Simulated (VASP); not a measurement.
# SnSe (Pm-3m) in VASP: a series of runs

Runs on SnSe. Level: r2SCAN. Tasks: single point.

All numbers are computed with VASP 6.6.1; they aren't measurements. Logs are shortened: lines on timing, memory, paths and dates and some standing lists are left out, and cuts for length are marked.

## 1. The cell of the first run

It takes space group Pm-3m (No. 221, cubic). Conventional cell: a = 3.665 Å, b = 3.665 Å, c = 3.665 Å, α = 90.00°, β = 90.00°, γ = 90.00°. Within 4.2 Å of Sn (site symmetry m-3m) lie 8 Se at 3.17 Å and 6 Sn at 3.67 Å. Within 4.2 Å of Se (site symmetry m-3m) lie 8 Sn at 3.17 Å and 6 Se at 3.67 Å.

## 2. Single point, r2SCAN

POSCAR

```
SnSe
1.0
    3.6653564515      0.0000000000      0.0000000000
    0.0000000000      3.6653564515      0.0000000000
    0.0000000000      0.0000000000      3.6653564515
Sn Se
1 1
Direct
    0.0000000000      0.0000000000      0.0000000000
    0.5000000000      0.5000000000      0.5000000000
```

INCAR.step1

```
SYSTEM = SnSe
PREC = Accurate
ENCUT = 550
ISMEAR = -1
SIGMA = 0.02
LREAL = .FALSE.
LASPH = .TRUE.
NELM = 120
NBANDS = 17
GGA = PE
ALGO = Normal
EDIFF = 1E-5
LWAVE = .TRUE.
LCHARG = .FALSE.
GGA_COMPAT = .FALSE.
```

INCAR.step2

```
SYSTEM = SnSe
PREC = Accurate
ENCUT = 550
EDIFF = 1E-6
ISMEAR = -1
SIGMA = 0.02
LREAL = .FALSE.
LASPH = .TRUE.
NELM = 120
ALGO = Normal
ISIF = 2
LWAVE = .FALSE.
LCHARG = .FALSE.
METAGGA = R2SCAN
LMIXTAU = .TRUE.
NBANDS = 17
ISTART = 1
GGA_COMPAT = .FALSE.
```

KPOINTS

```
Automatic mesh
0
G
  6 6 6
  0 0 0
```

Potentials or basis: VASP PAW PBE potentials, release 64 (Sn_d, Se).

On the command line:

```
$ cat potpaw_PBE.64/Sn_d/POTCAR potpaw_PBE.64/Se/POTCAR > POTCAR
$ cp INCAR.step1 INCAR
$ mpirun -np 1 vasp_std > vasp.out
$ cp INCAR.step2 INCAR
$ mpirun -np 1 vasp_std > vasp.out
```

OUTCAR:

```text
SYSTEM = SnSe
   PREC = Accurate
   ENCUT = 550
   EDIFF = 1E-6
   ISMEAR = -1
   LREAL = .FALSE.
   LASPH = .TRUE.
   NELM = 120
   ISIF = 2
   METAGGA = R2SCAN
   ISTART = 1

 ion  position               nearest neighbor table
   1  0.000  0.000  0.000-   2 3.17   2 3.17   2 3.17   2 3.17   2 3.17   2 3.17   2 3.17   2 3.17

   2  0.500  0.500  0.500-   1 3.17   1 3.17   1 3.17   1 3.17   1 3.17   1 3.17   1 3.17   1 3.17

  LATTYP: Found a simple cubic cell.
 ALAT       =     3.6653564515

  Lattice vectors:

 A1 = (   3.6653564515,   0.0000000000,   0.0000000000)
 A2 = (   0.0000000000,   3.6653564515,   0.0000000000)
 A3 = (   0.0000000000,   0.0000000000,   3.6653564515)

Analysis of symmetry for initial positions (statically):
=====================================================================
 Subroutine PRICEL returns:
 Original cell was already a primitive cell.

 Routine SETGRP: Setting up the symmetry group for a
 simple cubic supercell.

 Subroutine GETGRP returns: Found 48 space group operations
 (whereof 48 operations were pure point group operations)
 out of a pool of 48 trial point group operations.

The static configuration has the point symmetry O_h .

Analysis of symmetry for dynamics (positions and initial velocities):
=====================================================================
 Subroutine PRICEL returns:
 Original cell was already a primitive cell.

 Routine SETGRP: Setting up the symmetry group for a
 simple cubic supercell.

 Subroutine GETGRP returns: Found 48 space group operations
 (whereof 48 operations were pure point group operations)
 out of a pool of 48 trial point group operations.

The dynamic configuration has the point symmetry O_h .

 Subroutine INISYM returns: Found 48 space group operations
 (whereof 48 operations are pure point group operations),
 and found     1 'primitive' translations

----------------------------------------------------------------------------------------

                                     Primitive cell

  volume of cell :      49.2435

  direct lattice vectors                    reciprocal lattice vectors
     3.665356452  0.000000000  0.000000000     0.272824762  0.000000000  0.000000000
     0.000000000  3.665356452  0.000000000     0.000000000  0.272824762  0.000000000
     0.000000000  0.000000000  3.665356452     0.000000000  0.000000000  0.272824762

  length of vectors
     3.665356452  3.665356452  3.665356452     0.272824762  0.272824762  0.272824762

  position of ions in fractional coordinates (direct lattice)
     0.000000000  0.000000000  0.000000000
     0.500000000  0.500000000  0.500000000

  ion indices of the primitive-cell ions
   primitive index   ion index
                 1           1
                 2           2

----------------------------------------------------------------------------------------

 KPOINTS: Automatic mesh

Automatic generation of k-mesh.
 Grid dimensions read from file:
 generate k-points for:    6    6    6

 Generating k-lattice:

  Cartesian coordinates                     Fractional coordinates (reciprocal lattice)
     0.045470794  0.000000000  0.000000000     0.166666667  0.000000000  0.000000000
     0.000000000  0.045470794  0.000000000     0.000000000  0.166666667  0.000000000
     0.000000000  0.000000000  0.045470794     0.000000000  0.000000000  0.166666667

  Length of vectors
     0.045470794  0.045470794  0.045470794

  Shift w.r.t. Gamma in fractional coordinates (k-lattice)
     0.000000000  0.000000000  0.000000000

 Subroutine IBZKPT returns following result:
 ===========================================

 Found     20 irreducible k-points:

 Following reciprocal coordinates:
            Coordinates               Weight
  0.000000  0.000000  0.000000      1.000000
  0.166667  0.000000  0.000000      6.000000
  0.333333  0.000000  0.000000      6.000000
  0.500000  0.000000  0.000000      3.000000
  0.166667  0.166667  0.000000     12.000000
  0.333333  0.166667  0.000000     24.000000
[... 12 lines left out ...]
  0.500000  0.500000  0.333333      6.000000
  0.500000  0.500000  0.500000      1.000000
   k-points           NKPTS =     20   k-points in BZ     NKDIM =     20   number of bands    NBANDS=     17
   number of dos      NEDOS =    301   number of ions     NIONS =      2
   total plane-waves  NPLWV =  21952
   dimension x,y,z NGX =    28 NGY =   28 NGZ =   28
   dimension x,y,z NGXF=    56 NGYF=   56 NGZF=   56
   ions per type =               1   1
   NGX,Y,Z   is equivalent  to a cutoff of  12.70, 12.70, 12.70 a.u.
   NGXF,Y,Z  is equivalent  to a cutoff of  25.40, 25.40, 25.40 a.u.
 SYSTEM =  SnSe
   PREC   = accura    normal or accurate (medium, high low for compatibility)
   ISTART =      1    job   : 0-new  1-cont  2-samecut
   ICHARG =      0    charge: 1-file 2-atom 10-const
   ISPIN  =      1    spin polarized calculation?
   LNONCOLLINEAR =      F non collinear calculations
   LSORBIT =      F    spin-orbit coupling
   LASPH  =      T    aspherical Exc in radial PAW
   ENCUT  =  550.0 eV  40.42 Ry    6.36 a.u.   7.01  7.01  7.01*2*pi/ulx,y,z
   NELM   =    120;   NELMIN=  2; NELMDL=  0     # of ELM steps
   EDIFF  = 0.1E-05   stopping-criterion for ELM
   LREAL  =      F    real-space projection
   EDIFFG = 0.1E-04   stopping-criterion for IOM
   NSW    =      0    number of steps for IOM
   IBRION =     -1    ionic relax: 0-MD 1-quasi-New 2-CG
   NFREE  =      0    steps in history (QN), initial steepest desc. (CG)
   ISIF   =      2    stress and relaxation
   ISYM   =      2    0-nonsym 1-usesym 2-fastsym
   POTIM  = 0.5000    time-step for ionic-motion
   TEBEG  =    0.0;   TEEND  =   0.0 temperature during run
   PSTRESS=    0.0 pullay stress
   NELECT =      20.0000    total number of electrons
   NUPDOWN=      -1.0000    fix difference up-down
   EMIN   =  10.00;   EMAX   =-10.00  energy-range for DOS
   EFERMI =   0.00;   METHOD = LEGACY
   ISMEAR =    -1;   SIGMA  =   0.02  broadening in eV -4-tet -1-fermi 0-gaus
   EFERMI_NEDOS =   21; number of points for ismear=-14 and -15
   IALGO  =     38    algorithm
   IMIX   =      4    mixing-type and parameters
     AMIX     =   0.40;   BMIX     =  1.00
     AMIX_MAG =   1.60;   BMIX_MAG =  1.00
  volume/ion in A,a.u.               =      24.62       166.16
  Fermi-wavevector in a.u.,A,eV,Ry     =   1.212370  2.291048 19.998410  1.469842
  Thomas-Fermi vector in A             =   2.347856
   LORBIT       =      0    0 simple, 1 ext, 2 COOP (PROOUT), +10 PAW based schemes
   METAGGA = R2SCAN    functional components
   LHFCALC =     F    Hartree Fock is set to
   AEXX    =    0.0000 exact exchange contribution
   IVDW    =     0    specifies the selected vdW correction
   LEPSILON=     F    determine dielectric tensor
   LRPA    =     F    only Hartree local field effects (RPA)
 non-spin polarized calculation
  energy-cutoff  :      550.00
  volume of cell :       49.24
 maximum number of plane-waves:      1472
   NGX = 15   NGY = 15   NGZ = 15

 number of electron      19.9999988 magnetization

 Free energy of the ion-electron system (eV)
  ---------------------------------------------------
  ext. energy  EPLUGINS =         0.00000000
  ---------------------------------------------------
  free energy    TOTEN  =       -39.27748893 eV

  energy without entropy =      -39.27548616  energy(sigma->0) =      -39.27648754

 E-fermi :   6.1488     XC(G=0): -10.8249

 val. band max:        6.1166009288   @ k =   0.3333   0.1667   0.0000
 cond. band min:       6.4116062085   @ k =   0.5000   0.0000   0.0000
 fundamental gap:      0.2950052797
 Fermi energy:         6.1487904037

 k-point     1 :       0.0000    0.0000    0.0000
  band No.  band energies     occupation
      1     -16.1330      2.00000
      2     -16.1330      2.00000
      3     -16.0546      2.00000
      4     -16.0546      2.00000
      5     -16.0546      2.00000
      6      -8.0929      2.00000
[... 9 lines left out ...]
     16      19.2210      0.00000
     17      19.2210      0.00000

 k-point     2 :       0.1667    0.0000    0.0000
  band No.  band energies     occupation
      1     -16.1322      2.00000
      2     -16.1175      2.00000
      3     -16.0599      2.00000
      4     -16.0599      2.00000
      5     -16.0541      2.00000
      6      -7.8836      2.00000
[... 9 lines left out ...]
     16      18.5217      0.00000
     17      18.9329      0.00000

 k-point     3 :       0.3333    0.0000    0.0000
  band No.  band energies     occupation
      1     -16.1308      2.00000
      2     -16.0865      2.00000
      3     -16.0705      2.00000
      4     -16.0705      2.00000
      5     -16.0531      2.00000
      6      -7.3696      2.00000
[... 9 lines left out ...]
     16      16.7189      0.00000
     17      19.5692      0.00000

 k-point     4 :       0.5000    0.0000    0.0000
  band No.  band energies     occupation
      1     -16.1300      2.00000
      2     -16.0757      2.00000
      3     -16.0757      2.00000
      4     -16.0710      2.00000
      5     -16.0526      2.00000
      6      -7.0316      2.00000
[... 9 lines left out ...]
     16      20.1361      0.00000
     17      20.7274      0.00000

 k-point     5 :       0.1667    0.1667    0.0000
  band No.  band energies     occupation
      1     -16.1243      2.00000
      2     -16.1092      2.00000
      3     -16.0660      2.00000
      4     -16.0597      2.00000
      5     -16.0589      2.00000
      6      -7.6805      2.00000
[... 9 lines left out ...]
     16      17.1889      0.00000
     17      17.3543      0.00000

 k-point     6 :       0.3333    0.1667    0.0000
  band No.  band energies     occupation
      1     -16.1203      2.00000
      2     -16.0805      2.00000
      3     -16.0783      2.00000
      4     -16.0696      2.00000
      5     -16.0580      2.00000
      6      -7.1877      2.00000
[... 9 lines left out ...]
     16      17.1336      0.00000
     17      17.2113      0.00000

 k-point     7 :       0.5000    0.1667    0.0000
  band No.  band energies     occupation
      1     -16.1193      2.00000
      2     -16.0844      2.00000
      3     -16.0748      2.00000
      4     -16.0651      2.00000
      5     -16.0574      2.00000
      6      -6.8708      2.00000
[... 9 lines left out ...]
     16      17.7723      0.00000
     17      18.8184      0.00000

 k-point     8 :       0.3333    0.3333    0.0000
  band No.  band energies     occupation
      1     -16.1074      2.00000
      2     -16.0939      2.00000
      3     -16.0683      2.00000
      4     -16.0675      2.00000
      5     -16.0603      2.00000
      6      -6.7635      2.00000
[... 9 lines left out ...]
     16      16.3033      0.00000
     17      17.9321      0.00000
[... 123 lines left out ...]
      1     -16.0994      2.00000
      2     -16.0882      2.00000
      3     -16.0799      2.00000
      4     -16.0733      2.00000
      5     -16.0464      2.00000
      6      -6.3898      2.00000
[... 9 lines left out ...]
     16      17.1197      0.00000
     17      19.4884      0.00000

 k-point    16 :       0.5000    0.5000    0.1667
  band No.  band energies     occupation
      1     -16.1073      2.00000
      2     -16.0830      2.00000
      3     -16.0786      2.00000
      4     -16.0786      2.00000
      5     -16.0348      2.00000
      6      -6.2000      2.00000
[... 9 lines left out ...]
     16      17.1315      0.00000
     17      18.5685      0.00000

 k-point    17 :       0.3333    0.3333    0.3333
  band No.  band energies     occupation
      1     -16.0904      2.00000
      2     -16.0866      2.00000
      3     -16.0866      2.00000
      4     -16.0590      2.00000
      5     -16.0590      2.00000
      6      -6.3106      2.00000
[... 9 lines left out ...]
     16      18.1609      0.00000
     17      21.4495      0.00000

 k-point    18 :       0.5000    0.3333    0.3333
  band No.  band energies     occupation
      1     -16.0959      2.00000
      2     -16.0929      2.00000
      3     -16.0858      2.00000
      4     -16.0585      2.00000
      5     -16.0427      2.00000
      6      -6.1329      2.00000
[... 9 lines left out ...]
     16      18.7954      0.00000
     17      22.4152      0.00000

 k-point    19 :       0.5000    0.5000    0.3333
  band No.  band energies     occupation
      1     -16.1016      2.00000
      2     -16.0920      2.00000
      3     -16.0920      2.00000
      4     -16.0504      2.00000
      5     -16.0343      2.00000
      6      -5.9905      2.00000
[... 9 lines left out ...]
     16      19.9031      0.00000
     17      22.9253      0.00000

 k-point    20 :       0.5000    0.5000    0.5000
  band No.  band energies     occupation
      1     -16.0988      2.00000
      2     -16.0988      2.00000
      3     -16.0988      2.00000
      4     -16.0340      2.00000
      5     -16.0340      2.00000
      6      -5.8760      2.00000
[... 9 lines left out ...]
     16      21.2949      0.00000
     17      24.7846      0.00000

------------------------ aborting loop because EDIFF is reached ----------------------------------------

  FORCE on cell =-STRESS in cart. coord.  units (eV):
  Direction    XX          YY          ZZ          XY          YZ          ZX
  --------------------------------------------------------------------------------------
  -------------------------------------------------------------------------------------
  Total       -0.0021853     -0.0021853     -0.0021853      0.0000000      0.0000000      0.0000000
  in kB       -0.0710995     -0.0710995     -0.0710995      0.0000000      0.0000000      0.0000000
  external PRESSURE =      -0.0710995 kB  Pullay stress =       0.0000000 kB

 VOLUME and BASIS-vectors are now :
 -----------------------------------------------------------------------------
  energy-cutoff  :      550.00
  volume of cell :       49.24
      direct lattice vectors                 reciprocal lattice vectors
     3.665356452  0.000000000  0.000000000     0.272824762  0.000000000  0.000000000
     0.000000000  3.665356452  0.000000000     0.000000000  0.272824762  0.000000000
     0.000000000  0.000000000  3.665356452     0.000000000  0.000000000  0.272824762

 POSITION                                       TOTAL-FORCE (eV/Angst)
 -----------------------------------------------------------------------------------
      0.00000      0.00000      0.00000         0.000000      0.000000      0.000000
      1.83268      1.83268      1.83268         0.000000      0.000000      0.000000
 -----------------------------------------------------------------------------------
    total drift:                               -0.000000      0.000000     -0.000000

  FREE ENERGIE OF THE ION-ELECTRON SYSTEM (eV)
  ---------------------------------------------------
  free  energy   TOTEN  =       -39.2774889277 eV

  energy  without entropy=      -39.2754861619  energy(sigma->0) =      -39.27648754
```

It took 34 s on 1 thread of Intel Xeon Platinum 8488C (Sapphire Rapids), shared host; peak memory 0.17 GiB.

What came out:

```
Free energy            : -39.2775 eV
Pressure               : 0.0 GPa
Band gap on the k mesh : zero (band 10 reaches 6.55 eV, above the bottom of band 11 at 5.22 eV)
```

Caveat: the PAW data sets were made with another functional, which shifts forces and pressure a little; spin-orbit coupling is left out, which moves the levels of the heavy elements.

## 3. Single point, r2SCAN

POSCAR is that of step 2.

INCAR.step1

```
PREC = Accurate
ENCUT = 550
ISMEAR = -1
SIGMA = 0.02
LREAL = False
LASPH = True
NELM = 120
NBANDS = 17
GGA = PE
ALGO = Normal
EDIFF = 1E-5
LWAVE = True
LCHARG = False
GGA_COMPAT = False
```

INCAR.step2

```
PREC = Accurate
ENCUT = 550
EDIFF = 1E-6
ISMEAR = -1
SIGMA = 0.02
LREAL = False
LASPH = True
NELM = 120
ALGO = Normal
ISIF = 2
LWAVE = False
LCHARG = False
METAGGA = R2SCAN
LMIXTAU = True
NBANDS = 17
ISTART = 1
GGA_COMPAT = False
```

KPOINTS

```
regular mesh
0
Gamma
  6 6 6
```

Potentials or basis: VASP PAW PBE potentials, release 64 (Sn_d, Se).

On the command line:

```
$ cat potpaw_PBE.64/Sn_d/POTCAR potpaw_PBE.64/Se/POTCAR > POTCAR
$ cp INCAR.step1 INCAR
$ mpirun -np 1 vasp_std > vasp.out
$ cp INCAR.step2 INCAR
$ mpirun -np 1 vasp_std > vasp.out
```

It took 35 s on 1 thread of Intel Xeon Platinum 8488C (Sapphire Rapids), shared host; peak memory 0.17 GiB.

Results (log left out):

| Property | Result |
| --- | --- |
| Free energy | -39.2775 eV |
| Pressure | 0.0 GPa |
| Band gap on the k mesh | zero (band 10 reaches 6.55 eV, above the bottom of band 11 at 5.22 eV) |

Levels at points of the mesh, in eV from the Fermi level:
```csv
k point,band 8,band 9,band 10,band 11,band 12,band 13
"(0.00, 0.00, 0.00)",-1.98,-1.98,-1.98,4.98,4.98,6.51
"(0.50, 0.00, 0.00)",-0.65,-0.65,0.26,0.60,3.33,3.33
"(0.50, 0.50, 0.00)",-5.15,-5.15,-0.21,4.51,4.51,5.05
"(0.50, 0.50, 0.50)",-3.09,-3.09,-3.09,-0.93,-0.93,-0.93
```

Caveat: the PAW data sets were made with another functional, which shifts forces and pressure a little; spin-orbit coupling is left out, which moves the levels of the heavy elements.
